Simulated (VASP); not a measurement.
**TaN: single point with PBE**

TaN:

```xyz
2
Lattice="0.0000 2.2064 2.2064 2.2064 0.0000 2.2064 2.2064 2.2064 0.0000" Properties=species:S:1:pos:R:3 pbc="T T T"
Ta    2.2064    2.2064    2.2064
N     0.0000    0.0000    0.0000
```

* Program: VASP 6.6.1
* Task: single point
* Functional: PBE
* Potentials or basis: VASP PAW PBE potentials, release 64 (Ta_sv_GW, N)
* Cutoff: 700 eV
* k mesh: 16 × 16 × 16
* Occupations: gaussian, width 0.1 eV
* Spin: no spin polarisation
* Dipole correction: no
* Further INCAR settings: ALGO = Normal; EDIFF = 1e-06; NBANDS = 16

| Property | Result |
| --- | --- |
| Pressure | 0.9 GPa |
| Band gap on the k mesh | zero (bands 9 and 10 overlap by 3.95 eV) |

Levels at points of the mesh, in eV from the Fermi level:
| k point | band 7 | band 8 | band 9 | band 10 | band 11 | band 12 |
| --- | --- | --- | --- | --- | --- | --- |
| (0.00, 0.00, 0.00) | -3.79 | -3.79 | -2.06 | -2.06 | -2.06 | 0.08 |
| (0.50, 0.00, 0.00) | -7.50 | -7.50 | 1.89 | 1.89 | 1.97 | 3.77 |
| (0.50, 0.50, 0.00) | -5.38 | -4.61 | -4.61 | 2.10 | 3.51 | 3.51 |

Wall time 88 s on 1 thread of Intel(R) Xeon(R) Platinum 8259CL CPU @ 2.50GHz (Skylake/Cascade Lake) (shared host), peak memory 0.23 GiB.

Caveat: spin-orbit coupling is left out, which moves the levels of the heavy elements.
